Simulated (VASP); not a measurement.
# ZrC in VASP: a series of runs, part 3 of 3

VASP 6.6.1.

### 6 Single point, LDA (mode 4 frozen in at -0.057 Å, strain +e along z and -e/2 along x and y -0.0700)

File INCAR:

```
SYSTEM = ZrC
  ALGO = Normal
  EDIFF = 1E-6
  ENCUT = 520
  ISIF = 2
  ISMEAR = 0
  LASPH = .True.
  LCHARG = .False.
  LREAL = .False.
  LWAVE = .False.
  NBANDS = 15
  NELM = 60
  PREC = Accurate
  SIGMA = 0.15
```

File KPOINTS:

```
k-points
0
Gamma
  16 16 16
  0 0 0
```

File POSCAR:

```
ZrC
1.0
    0.0000000000      2.4019541123      2.1582776081
    2.4019541123      0.0000000000      2.1582776081
    2.4019541123      2.4019541123      0.0000000000
Zr C
1 1
Direct
    0.4983745445      0.5016254555      0.5016254555
    0.0123452608     -0.0123452608     -0.0123452608
```

Potentials or basis: VASP PAW LDA potentials, release 64 (Zr_sv, C).

Started as:

```sh
> cat potpaw_LDA.64/Zr_sv/POTCAR potpaw_LDA.64/C/POTCAR > POTCAR
> mpirun -np 1 vasp_std > vasp.out
```

It took 63 s on 1 thread of Intel Xeon 6975P-C (Granite Rapids), shared host; peak memory 0.32 GiB.

The run converged. Its results:

| Quantity | Value |
| --- | --- |
| Free energy | -20.9945 eV |
| Pressure | 7.1 GPa |
| Largest force | 0.256 eV/Å |
| Band gap on the k mesh | zero (band 8 reaches 10.58 eV, above the bottom of band 9 at 9.20 eV) |

Forces on the atoms (eV/Å):
```
Zr  -0.256  0.000  0.000
C    0.256  0.000  0.000
```

Stress tensor (GPa, compression positive):
```
 -9.65   0.00   0.00
  0.00 -10.78   0.00
  0.00   0.00  41.59
```

Levels at points of the mesh, in eV from the Fermi level:
| k point | band 6 | band 7 | band 8 | band 9 | band 10 | band 11 |
| --- | --- | --- | --- | --- | --- | --- |
| (0.00, 0.00, 0.00) | 0.51 | 0.55 | 0.62 | 0.74 | 1.70 | 1.90 |
| (0.50, 0.00, 0.00) | -5.48 | -3.27 | -3.13 | 4.25 | 5.19 | 5.80 |
| (0.50, 0.50, 0.00) | -2.20 | -0.99 | -0.29 | -0.19 | 4.80 | 5.86 |
| (0.50, 0.00, 0.50) | -2.34 | -1.91 | -0.03 | 0.84 | 4.30 | 5.34 |
| (0.00, 0.50, 0.50) | -2.33 | -1.83 | 0.00 | 0.74 | 4.27 | 5.34 |

Caveat: the cell differs from its parent crystal (mode 4 frozen in at -0.057 Å, strain +e along z and -e/2 along x and y -0.0700).

### 7 Single point, LDA (mode 4 frozen in at -0.057 Å, strain +e along z and -e/2 along x and y +0.0700)

File INCAR:

```
SYSTEM = ZrC
PREC = Accurate
ENCUT = 520
EDIFF = 1E-6
ISMEAR = 0
SIGMA = 0.15
LREAL = .False.
LASPH = .True.
NELM = 60
ALGO = Normal
ISIF = 2
LWAVE = .False.
LCHARG = .True.
LELF = .True.
LVHAR = .True.
NBANDS = 15
```

File KPOINTS:

```
Automatic mesh
0
Gamma
  16 16 16
  0 0 0
```

File POSCAR:

```
ZrC
1.0
    0.0000000000      2.2395031095      2.4831796137
    2.2395031095      0.0000000000      2.4831796137
    2.2395031095      2.2395031095      0.0000000000
Zr C
1 1
Direct
    0.4983745445      0.5016254555      0.5016254555
    0.0123452608     -0.0123452608     -0.0123452608
```

Potentials or basis: VASP PAW LDA potentials, release 64 (Zr_sv, C).

Started as:

```sh
> cat potpaw_LDA.64/Zr_sv/POTCAR potpaw_LDA.64/C/POTCAR > POTCAR
> mpirun -np 1 vasp_std > vasp.out
```

OUTCAR:

```text
SYSTEM = ZrC
   PREC = Accurate
   ENCUT = 520
   EDIFF = 1E-6
   ISMEAR = 0
   LREAL = .False.
   LASPH = .True.
   NELM = 60
   ISIF = 2

 ion  position               nearest neighbor table
   1  0.498  0.502  0.502-   2 2.18   2 2.24   2 2.24   2 2.30   2 2.48   2 2.48
   2  0.012  0.988  0.988-   1 2.18   1 2.24   1 2.24   1 2.30   1 2.48   1 2.48

  LATTYP: Found a body centered tetragonal cell.
 ALAT       =     3.1671356704
 C/A-ratio  =     1.5680917220

  Lattice vectors:

 A1 = (  -2.2395031095,   0.0000000000,   2.4831796137)
 A2 = (   2.2395031095,   0.0000000000,   2.4831796137)
 A3 = (   0.0000000000,   2.2395031095,  -2.4831796137)

Analysis of symmetry for initial positions (statically):
=====================================================================
 Subroutine PRICEL returns:
 Original cell was already a primitive cell.

 Routine SETGRP: Setting up the symmetry group for a
 body centered tetragonal supercell.

 Subroutine GETGRP returns: Found  4 space group operations
 (whereof  4 operations were pure point group operations)
 out of a pool of 16 trial point group operations.

The static configuration has the point symmetry C_2v.

Analysis of symmetry for dynamics (positions and initial velocities):
[... 172 lines left out ...]
      4     -15.4793      2.00000
      5      -1.3592      2.00000
      6      10.1100      0.31397
      7      10.4182      0.00009
      8      10.9422      0.00000
      9      11.3017      0.00000
     10      11.4055      0.00000
     11      11.5289      0.00000
     12      11.8198      0.00000
     13      13.5885      0.00000
     14      18.4469      0.00000
[... 401 lines left out ...]
      2     -15.6118      2.00000
      3     -15.6011      2.00000
      4     -15.4750      2.00000
      5      -1.0621      2.00000
      6       9.2719      2.00000
      7       9.5837      1.99992
      8       9.8879      1.72299
      9      11.4674      0.00000
     10      11.5340      0.00000
     11      12.2185      0.00000
     12      12.3665      0.00000
     13      15.2118      0.00000
     14      19.0571      0.00000
     15      21.2995      0.00000

 [... further k-points ...]
[... 5 lines left out ...]
  --------------------------------------------------------------------------------------
  -------------------------------------------------------------------------------------
  Total        3.2696357      3.0176304     -3.0981633      0.0000000      0.0000000      0.0000000
  in kB      210.3141458    194.1043036   -199.2844505      0.0000000      0.0000000      0.0000000
  external PRESSURE =      68.3779996 kB  Pullay stress =       0.0000000 kB

 VOLUME and BASIS-vectors are now :
 -----------------------------------------------------------------------------
  energy-cutoff  :      520.00
  volume of cell :       24.91
      direct lattice vectors                 reciprocal lattice vectors
     0.000000000  2.239503110  2.483179614    -0.223263811  0.223263811  0.201354746
     2.239503110  0.000000000  2.483179614     0.223263811 -0.223263811  0.201354746
     2.239503110  2.239503110  0.000000000     0.223263811  0.223263811 -0.201354746

 POSITION                                       TOTAL-FORCE (eV/Angst)
 -----------------------------------------------------------------------------------
      2.24678      2.23950      2.48318        -0.750206      0.000000      0.000000
      4.42371      2.23950      2.48318         0.750206      0.000000      0.000000
 -----------------------------------------------------------------------------------
    total drift:                               -0.000023      0.000001      0.000002

  FREE ENERGIE OF THE ION-ELECTRON SYSTEM (eV)
  ---------------------------------------------------
  free  energy   TOTEN  =       -21.0379601156 eV

  energy  without entropy=      -21.0346847569  energy(sigma->0) =      -21.03632244
```

OSZICAR:

```text
N       E                     dE             d eps       ncg     rms          rms(c)
DAV:   1     0.993615450551E+02    0.99362E+02   -0.85665E+03 18654   0.108E+03
DAV:   2    -0.184048389728E+02   -0.11777E+03   -0.11028E+03 23663   0.290E+02
DAV:   3    -0.243789655851E+02   -0.59741E+01   -0.59306E+01 30800   0.557E+01
DAV:   4    -0.245354903719E+02   -0.15652E+00   -0.15645E+00 22701   0.638E+00
DAV:   5    -0.245371807421E+02   -0.16904E-02   -0.16903E-02 24941   0.592E-01    0.234E+01
DAV:   6    -0.211870959013E+02    0.33501E+01   -0.66389E+00 22707   0.231E+01    0.839E+00
DAV:   7    -0.210638706727E+02    0.12323E+00   -0.60186E-01 21091   0.616E+00    0.727E+00
DAV:   8    -0.210713233392E+02   -0.74527E-02   -0.30414E-01 23747   0.384E+00    0.471E+00
DAV:   9    -0.210381364781E+02    0.33187E-01   -0.59717E-02 21640   0.158E+00    0.499E-01
DAV:  10    -0.210379723675E+02    0.16411E-03   -0.34265E-03 23810   0.534E-01    0.118E-01
DAV:  11    -0.210379616197E+02    0.10748E-04   -0.11009E-04 22697   0.112E-01    0.176E-02
DAV:  12    -0.210379603521E+02    0.12676E-05   -0.45746E-06 22527   0.204E-02    0.464E-03
DAV:  13    -0.210379601156E+02    0.23657E-06   -0.45034E-07 15380   0.699E-03
   1 F= -.21037960E+02 E0= -.21036322E+02  d E =-.327536E-02
```

stdout:

```text
POSCAR found type information on POSCAR ZrC
 POSCAR found :  2 types and       2 ions
 scaLAPACK will be used
 LDA part: xc-table for (Slater(with rela. corr.)+CA(PZ))
 , standard interpolation
 POSCAR, INCAR and KPOINTS ok, starting setup
 FFT: planning ... GRIDC
 FFT: planning ... GRID_SOFT
 FFT: planning ... GRID
 WAVECAR not read
 entering main loop
```

Run time: 90 s. Hardware: 1 thread of Intel Xeon 6975P-C (Granite Rapids), shared host; peak memory 0.33 GiB.

Results:

```
Free energy            : -21.0380 eV
Pressure               : 6.8 GPa
Largest force          : 0.750 eV/Å
Band gap on the k mesh : zero (band 8 reaches 10.94 eV, above the bottom of band 9 at 9.43 eV)
```

Forces in eV/Å, atoms in the order of the input:
```
Zr  -0.750  0.000  0.000
C    0.750  0.000  0.000
```

Caveat: the cell differs from its parent crystal (mode 4 frozen in at -0.057 Å, strain +e along z and -e/2 along x and y +0.0700).

### 8 Summary

```tsv
cell	gap on the mesh (eV)	pressure (GPa)	largest force (eV/Å)
a = 3.344, b = 3.344, c = 3.167 Å, angles 61.7, 61.7, 56.5°, 2 atoms	none	6.8	0.75
a = 3.229, b = 3.229, c = 3.397 Å, angles 58.3, 58.3, 63.5°, 2 atoms	none	7.1	0.26
a = 3.246, b = 3.246, c = 3.359 Å, angles 58.8, 58.8, 62.3°, 2 atoms	none	3.6	0.34
```

Some of these runs hold the atoms at other places in the same cell, which the table doesn't show; runs alike in all that it shows share one row.

Alike in all rows: task single point; level LDA; potentials or basis VASP PAW LDA potentials, release 64 (Zr_sv, C); no spin polarisation; k mesh 16 × 16 × 16; cutoff (eV) 520; smearing gaussian 0.15 eV.

Absolute energies hang on the potentials; compare differences alone.
